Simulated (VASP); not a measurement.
Here is a VASP 6.6.1 calculation.

File POSCAR:

```
MgO
1.0
    0.0000000000      2.0970013927      2.0970013927
    2.0970013927      0.0000000000      2.0970013927
    2.0970013927      2.0970013927      0.0000000000
Mg O
1 1
Direct
    0.0000000000      0.0000000000      0.0000000000
    0.5000000000      0.5000000000      0.5000000000
```

INCAR.step1

```
PREC = Accurate
ENCUT = 600
EDIFF = 1E-5
ISMEAR = 0
SIGMA = 0.1
LREAL = F
LASPH = T
NELM = 100
ALGO = Normal
LWAVE = T
LCHARG = F
GGA = PE
NBANDS = 11
```

Contents of INCAR.step2:

```
PREC = Accurate
ENCUT = 600
EDIFF = 1E-6
ISMEAR = 0
SIGMA = 0.1
LREAL = F
LASPH = T
NELM = 100
ALGO = Normal
ISIF = 3
LWAVE = F
LCHARG = F
GGA = PS
LHFCALC = T
AEXX = 0.25
HFSCREEN = 0.207
PRECFOCK = Normal
IBRION = 2
NSW = 60
EDIFFG = -0.01
ISTART = 1
```

File KPOINTS:

```
Automatic mesh
0
Gamma
  6 6 6
```

Potentials or basis: VASP PAW PBE potentials, release 64 (Mg, O).

The run is started by

```console
$ cat potpaw_PBE.64/Mg/POTCAR potpaw_PBE.64/O/POTCAR > POTCAR
$ cp INCAR.step1 INCAR
$ mpirun -np 1 vasp_std > vasp.out
$ cp INCAR.step2 INCAR
$ mpirun -np 1 vasp_std > vasp.out
```

(1) Estimate the relaxed volume.

(2) What does it give for the space group after relaxing (to 0.1 Å)?

Results:

(1) 9.07 Å³/atom.

(2) Fm-3m (No. 225).

Caveat: the k points lie up to 0.43 Å⁻¹ apart in the final cell; the PAW data sets were made with another functional, which shifts forces and pressure a little.
